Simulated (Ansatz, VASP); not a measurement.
# One calculation of CdF2, two programs

```
CELL_PARAMETERS angstrom
3.78063 0.00000 0.00000
0.00000 3.78063 0.00000
0.00000 0.00000 3.29561
ATOMIC_POSITIONS crystal
Cd 0.00000 0.00000 0.00000
F 0.50000 0.00000 0.33106
F 0.00000 0.50000 0.66894
```

Change from the starting cell: ordered vacancies on the cation sites of zinc blende (P-4m2, No. 115).

Alike in both runs: task relaxation of cell and atoms; functional PBE; k mesh 6 × 6 × 8; occupations gaussian, width 0.02 eV; no spin polarisation.

```csv
,VASP,Ansatz
version,VASP 6.6.1,Ansatz 0.2.0
potentials or method,"VASP PAW PBE potentials, release 64 (Cd, F), cutoff 600 eV","scalar-relativistic, plane waves, PAW"
valence electrons in the cell,26,34
```

|  | VASP | Ansatz | Ansatz less VASP |
| --- | --- | --- | --- |
| gap on the k mesh at the Fermi level, each at its own relaxed structure (eV) | 2.45 | 2.65 | +0.203 |
| relaxed volume (Å³/atom) | 15.36 | 15.70 | +0.337 |
| relaxed cell length with the largest relative difference (Å) | 3.225 | 3.296 | +0.0710 |

VASP's potentials hold 26 valence electrons a cell and Ansatz's 34, so a difference there can come from the potentials and not from the codes.
